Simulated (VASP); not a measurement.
# Na2Pd (P-3m1) in VASP: single point with PBE

Aim: the single point of Na2Pd with PBE.

Program: VASP 6.6.1. These are calculated values, not measurements. Logs are shortened: lines on timing, memory, paths and dates and some standing lists are left out, and cuts for length are marked.

**1. The cell of the first run**

It takes space group P-3m1 (No. 164, trigonal). The conventional cell has a = 3.130 Å, b = 3.130 Å, c = 7.963 Å, α = 90.00°, β = 90.00°, γ = 120.00°. Na (site symmetry 3m) has 3 Pd at 2.91 Å and 9 Na at 3.13 to 3.85 Å within 3.9 Å. Pd (site symmetry -3m) has 6 Na at 2.91 Å and 6 Pd at 3.13 Å within 3.8 Å.

**2. Single point, PBE**

Input file INCAR:

```
SYSTEM = Na2Pd
PREC = Accurate ; ENCUT = 520
EDIFF = 1E-7 ; ISMEAR = 0
SIGMA = 0.1 ; LREAL = .False.
LASPH = .True. ; NELM = 100
ALGO = Normal ; ISIF = 2
LWAVE = .False. ; LCHARG = .True.
GGA = PE ; LELF = .True.
LVHAR = .True. ; NBANDS = 19
```

Input file KPOINTS:

```
Automatic mesh
0
Gamma
  18 18 6
  0 0 0
```

Input file POSCAR:

```
Na2Pd
1.0
    3.1302330132      0.0000000000      0.0000000000
   -1.5651165066      2.7108613091      0.0000000000
    0.0000000000      0.0000000000      7.9633205057
Na Pd
2 1
Direct
    0.3333333333      0.6666666667      0.7132783934
    0.6666666667      0.3333333333      0.2867216066
    0.0000000000      0.0000000000      0.0000000000
```

Potentials or basis: VASP PAW PBE potentials, release 64 (Na_pv, Pd).

Started as:

```
cat potpaw_PBE.64/Na_pv/POTCAR potpaw_PBE.64/Pd/POTCAR > POTCAR
mpirun -np 1 vasp_std > vasp.out
```

OUTCAR:

```text
SYSTEM = Na2Pd
   PREC = Accurate
   ENCUT = 520
   EDIFF = 1E-7
   ISMEAR = 0
   LREAL = .False.
   LASPH = .True.
   NELM = 100
   ISIF = 2
   GGA = PE

 ion  position               nearest neighbor table
   1  0.333  0.667  0.713-   3 2.91   3 2.91   3 2.91
   2  0.667  0.333  0.287-   3 2.91   3 2.91   3 2.91
   3  0.000  0.000  0.000-   1 2.91   2 2.91   1 2.91   2 2.91   2 2.91   1 2.91

  LATTYP: Found a hexagonal cell.
 ALAT       =     3.1302330132
 C/A-ratio  =     2.5440024663

  Lattice vectors:

 A1 = (   3.1302330132,   0.0000000000,   0.0000000000)
 A2 = (  -1.5651165066,   2.7108613091,   0.0000000000)
 A3 = (   0.0000000000,   0.0000000000,   7.9633205057)

Analysis of symmetry for initial positions (statically):
=====================================================================
 Subroutine PRICEL returns:
 Original cell was already a primitive cell.

 Routine SETGRP: Setting up the symmetry group for a
 hexagonal supercell.

 Subroutine GETGRP returns: Found 12 space group operations
 (whereof 12 operations were pure point group operations)
 out of a pool of 24 trial point group operations.

The static configuration has the point symmetry D_3d.

Analysis of symmetry for dynamics (positions and initial velocities):
=====================================================================
 Subroutine PRICEL returns:
 Original cell was already a primitive cell.

 Routine SETGRP: Setting up the symmetry group for a
 hexagonal supercell.

 Subroutine GETGRP returns: Found 12 space group operations
 (whereof 12 operations were pure point group operations)
 out of a pool of 24 trial point group operations.

The dynamic configuration has the point symmetry D_3d.

 Subroutine INISYM returns: Found 12 space group operations
 (whereof 12 operations are pure point group operations),
 and found     1 'primitive' translations

----------------------------------------------------------------------------------------

                                     Primitive cell

  volume of cell :      67.5738

  direct lattice vectors                    reciprocal lattice vectors
     3.130233013  0.000000000  0.000000000     0.319465035  0.184443224  0.000000000
    -1.565116507  2.710861309  0.000000000     0.000000000  0.368886448  0.000000000
     0.000000000  0.000000000  7.963320506     0.000000000  0.000000000  0.125575757

  length of vectors
     3.130233013  3.130233013  7.963320506     0.368886448  0.368886448  0.125575757

  position of ions in fractional coordinates (direct lattice)
     0.333333333  0.666666667  0.713278393
     0.666666667  0.333333333  0.286721607
     0.000000000  0.000000000  0.000000000

  ion indices of the primitive-cell ions
   primitive index   ion index
                 1           1
                 2           2
                 3           3

----------------------------------------------------------------------------------------

 KPOINTS: Automatic mesh

Automatic generation of k-mesh.
 Grid dimensions read from file:
 generate k-points for:   18   18    6

 Generating k-lattice:

  Cartesian coordinates                     Fractional coordinates (reciprocal lattice)
     0.017748058  0.010246846  0.000000000     0.055555556  0.000000000  0.000000000
     0.000000000  0.020493692  0.000000000     0.000000000  0.055555556  0.000000000
     0.000000000  0.000000000  0.020929293     0.000000000  0.000000000  0.166666667

  Length of vectors
     0.020493692  0.020493692  0.020929293

  Shift w.r.t. Gamma in fractional coordinates (k-lattice)
     0.000000000  0.000000000  0.000000000

 Subroutine IBZKPT returns following result:
 ===========================================

 Found    202 irreducible k-points:

 Following reciprocal coordinates:
            Coordinates               Weight
  0.000000  0.000000  0.000000      1.000000
  0.055556  0.000000  0.000000      6.000000
  0.111111  0.000000  0.000000      6.000000
  0.166667  0.000000  0.000000      6.000000
  0.222222  0.000000  0.000000      6.000000
  0.277778  0.000000  0.000000      6.000000
[... 16 lines left out ...]
  0.333333  0.111111  0.000000     12.000000
  0.388889  0.111111  0.000000     12.000000
 [... further k-points ...]
   k-points           NKPTS =    202   k-points in BZ     NKDIM =    202   number of bands    NBANDS=     19
   number of dos      NEDOS =    301   number of ions     NIONS =      3
   total plane-waves  NPLWV =  34560
   dimension x,y,z NGX =    24 NGY =   24 NGZ =   60
   dimension x,y,z NGXF=    48 NGYF=   48 NGZF=  120
   ions per type =               2   1
   NGX,Y,Z   is equivalent  to a cutoff of  12.75, 12.75, 12.53 a.u.
   NGXF,Y,Z  is equivalent  to a cutoff of  25.49, 25.49, 25.05 a.u.
 SYSTEM =  Na2Pd
   PREC   = accura    normal or accurate (medium, high low for compatibility)
   ISTART =      0    job   : 0-new  1-cont  2-samecut
   ICHARG =      2    charge: 1-file 2-atom 10-const
   ISPIN  =      1    spin polarized calculation?
   LNONCOLLINEAR =      F non collinear calculations
   LSORBIT =      F    spin-orbit coupling
   LASPH  =      T    aspherical Exc in radial PAW
   ENCUT  =  520.0 eV  38.22 Ry    6.18 a.u.   5.82  5.82 14.81*2*pi/ulx,y,z
   NELM   =    100;   NELMIN=  2; NELMDL= -5     # of ELM steps
   EDIFF  = 0.1E-06   stopping-criterion for ELM
   LREAL  =      F    real-space projection
   EDIFFG = 0.1E-05   stopping-criterion for IOM
   NSW    =      0    number of steps for IOM
   IBRION =     -1    ionic relax: 0-MD 1-quasi-New 2-CG
   NFREE  =      0    steps in history (QN), initial steepest desc. (CG)
   ISIF   =      2    stress and relaxation
   ISYM   =      2    0-nonsym 1-usesym 2-fastsym
   POTIM  = 0.5000    time-step for ionic-motion
   TEBEG  =    0.0;   TEEND  =   0.0 temperature during run
   PSTRESS=    0.0 pullay stress
   NELECT =      24.0000    total number of electrons
   NUPDOWN=      -1.0000    fix difference up-down
   EMIN   =  10.00;   EMAX   =-10.00  energy-range for DOS
   EFERMI =   0.00;   METHOD = LEGACY
   ISMEAR =     0;   SIGMA  =   0.10  broadening in eV -4-tet -1-fermi 0-gaus
   EFERMI_NEDOS =   21; number of points for ismear=-14 and -15
   IALGO  =     38    algorithm
   IMIX   =      4    mixing-type and parameters
     AMIX     =   0.40;   BMIX     =  1.00
     AMIX_MAG =   1.60;   BMIX_MAG =  1.00
  volume/ion in A,a.u.               =      22.52       152.00
  Fermi-wavevector in a.u.,A,eV,Ry     =   1.159362  2.190877 18.287877  1.344121
  Thomas-Fermi vector in A             =   2.295956
   LORBIT       =      0    0 simple, 1 ext, 2 COOP (PROOUT), +10 PAW based schemes
   GGA     = PE    functional components
   LHFCALC =     F    Hartree Fock is set to
   AEXX    =    0.0000 exact exchange contribution
   IVDW    =     0    specifies the selected vdW correction
   LEPSILON=     F    determine dielectric tensor
   LRPA    =     F    only Hartree local field effects (RPA)
 non-spin polarized calculation
 Gauss-broadening in eV      SIGMA  =   0.10
  energy-cutoff  :      520.00
  volume of cell :       67.57
 maximum number of plane-waves:      1840
   NGX = 11   NGY = 11   NGZ = 29

 number of electron      24.0000016 magnetization

 Free energy of the ion-electron system (eV)
  ---------------------------------------------------
  ext. energy  EPLUGINS =         0.00000000
  ---------------------------------------------------
  free energy    TOTEN  =        -7.71688214 eV

  energy without entropy =       -7.71087329  energy(sigma->0) =       -7.71387772

 E-fermi :   2.9138     XC(G=0):  -8.7380

 val. band max:        2.9134284674   @ k =   0.1667   0.1667   0.0000
 cond. band min:       2.9317925643   @ k =  -0.0556   0.3889   0.3333
 fundamental gap:      0.0183640969
 Fermi energy:         2.9137857639

 k-point     1 :       0.0000    0.0000    0.0000
  band No.  band energies     occupation
      1     -21.5195      2.00000
      2     -21.5009      2.00000
      3     -21.5009      2.00000
      4     -21.4999      2.00000
      5     -21.4999      2.00000
      6     -21.4987      2.00000
[... 11 lines left out ...]
     18      17.1755      0.00000
     19      17.3414      0.00000

 k-point     2 :       0.0556    0.0000    0.0000
  band No.  band energies     occupation
      1     -21.5185      2.00000
      2     -21.5057      2.00000
      3     -21.5047      2.00000
      4     -21.5020      2.00000
      5     -21.5010      2.00000
      6     -21.4981      2.00000
[... 11 lines left out ...]
     18      16.9339      0.00000
     19      17.0592      0.00000

 k-point     3 :       0.1111    0.0000    0.0000
  band No.  band energies     occupation
      1     -21.5193      2.00000
      2     -21.5187      2.00000
      3     -21.5155      2.00000
      4     -21.5050      2.00000
      5     -21.5040      2.00000
      6     -21.4964      2.00000
[... 11 lines left out ...]
     18      15.8522      0.00000
     19      16.4255      0.00000

 k-point     4 :       0.1667    0.0000    0.0000
  band No.  band energies     occupation
      1     -21.5401      2.00000
      2     -21.5393      2.00000
      3     -21.5115      2.00000
      4     -21.5097      2.00000
      5     -21.5085      2.00000
      6     -21.4939      2.00000
[... 11 lines left out ...]
     18      14.5384      0.00000
     19      15.6530      0.00000

 k-point     5 :       0.2222    0.0000    0.0000
  band No.  band energies     occupation
      1     -21.5656      2.00000
      2     -21.5645      2.00000
      3     -21.5154      2.00000
      4     -21.5142      2.00000
      5     -21.5062      2.00000
      6     -21.4908      2.00000
[... 11 lines left out ...]
     18      13.2745      0.00000
     19      13.9353      0.00000

 k-point     6 :       0.2778    0.0000    0.0000
  band No.  band energies     occupation
      1     -21.5927      2.00000
      2     -21.5911      2.00000
      3     -21.5215      2.00000
      4     -21.5202      2.00000
      5     -21.5005      2.00000
      6     -21.4876      2.00000
[... 11 lines left out ...]
     18      12.1439      0.00000
     19      12.3011      0.00000

 k-point     7 :       0.3333    0.0000    0.0000
  band No.  band energies     occupation
      1     -21.6180      2.00000
      2     -21.6159      2.00000
      3     -21.5272      2.00000
      4     -21.5258      2.00000
      5     -21.4950      2.00000
      6     -21.4848      2.00000
[... 11 lines left out ...]
     18      11.0990      0.00000
     19      11.5802      0.00000

 k-point     8 :       0.3889   -0.0000    0.0000
  band No.  band energies     occupation
      1     -21.6386      2.00000
      2     -21.6360      2.00000
      3     -21.5319      2.00000
      4     -21.5304      2.00000
      5     -21.4903      2.00000
      6     -21.4828      2.00000
[... 256 lines left out ...]
 k-point    20 :       0.1667    0.1111    0.0000
  band No.  band energies     occupation
      1     -21.5719      2.00000
      2     -21.5712      2.00000
      3     -21.5210      2.00000
      4     -21.5199      2.00000
      5     -21.5041      2.00000
      6     -21.4896      2.00000
[... 11 lines left out ...]
     18      12.3859      0.00000
     19      14.0626      0.00000

 k-point    21 :       0.2222    0.1111    0.0000
  band No.  band energies     occupation
      1     -21.5953      2.00000
      2     -21.5940      2.00000
      3     -21.5288      2.00000
      4     -21.5276      2.00000
      5     -21.4988      2.00000
      6     -21.4867      2.00000
[... 11 lines left out ...]
     18      11.6104      0.00000
     19      12.4207      0.00000

 k-point    22 :       0.2778    0.1111    0.0000
  band No.  band energies     occupation
      1     -21.6172      2.00000
      2     -21.6153      2.00000
      3     -21.5362      2.00000
      4     -21.5348      2.00000
      5     -21.4936      2.00000
      6     -21.4840      2.00000
[... 11 lines left out ...]
     18      11.1841      0.00000
     19      11.3615      0.00000

 k-point    23 :       0.3333    0.1111    0.0000
  band No.  band energies     occupation
      1     -21.6349      2.00000
      2     -21.6325      2.00000
      3     -21.5422      2.00000
      4     -21.5407      2.00000
      5     -21.4891      2.00000
      6     -21.4821      2.00000
[... 11 lines left out ...]
     18      11.5095      0.00000
     19      11.5978      0.00000

 k-point    24 :       0.3889    0.1111    0.0000
  band No.  band energies     occupation
      1     -21.6463      2.00000
      2     -21.6437      2.00000
      3     -21.5462      2.00000
      4     -21.5446      2.00000
      5     -21.4860      2.00000
      6     -21.4812      2.00000
[... 11 lines left out ...]
     18      11.7070      0.00000
     19      12.0013      0.00000

 [... further k-points ...]

------------------------ aborting loop because EDIFF is reached ----------------------------------------

  FORCE on cell =-STRESS in cart. coord.  units (eV):
  Direction    XX          YY          ZZ          XY          YZ          ZX
  --------------------------------------------------------------------------------------
  -------------------------------------------------------------------------------------
  Total        0.0055630      0.0055630     -0.0000747      0.0000000      0.0000000      0.0000000
  in kB        0.1318992      0.1318992     -0.0017720      0.0000000      0.0000000      0.0000000
  external PRESSURE =       0.0873421 kB  Pullay stress =       0.0000000 kB

 VOLUME and BASIS-vectors are now :
 -----------------------------------------------------------------------------
  energy-cutoff  :      520.00
  volume of cell :       67.57
      direct lattice vectors                 reciprocal lattice vectors
     3.130233013  0.000000000  0.000000000     0.319465035  0.184443224  0.000000000
    -1.565116507  2.710861309  0.000000000     0.000000000  0.368886448  0.000000000
     0.000000000  0.000000000  7.963320506     0.000000000  0.000000000  0.125575757

 POSITION                                       TOTAL-FORCE (eV/Angst)
 -----------------------------------------------------------------------------------
     -0.00000      1.80724      5.68006         0.000000      0.000000     -0.002404
      1.56512      0.90362      2.28326        -0.000000     -0.000000      0.002404
      0.00000      0.00000      0.00000         0.000000      0.000000      0.000000
 -----------------------------------------------------------------------------------
    total drift:                                0.000000      0.000000      0.000000

  FREE ENERGIE OF THE ION-ELECTRON SYSTEM (eV)
  ---------------------------------------------------
  free  energy   TOTEN  =        -7.7168821403 eV

  energy  without entropy=       -7.7108732904  energy(sigma->0) =       -7.71387772
```

Wall time 2.7 min (1 thread of Intel Xeon Platinum 8259CL at 2.50GHz (Skylake/Cascade Lake), shared host); peak memory 0.35 GiB.

Results:

| Property | Result |
| --- | --- |
| Free energy | -7.7169 eV |
| Pressure | 0.0 GPa |
| Band gap on the k mesh | zero (bands 12 and 13 overlap by 4.02 eV) |

Forces in eV/Å, atoms in the order of the input:
```
Na   0.000  0.000 -0.002
Na   0.000  0.000  0.002
Pd   0.000  0.000  0.000
```
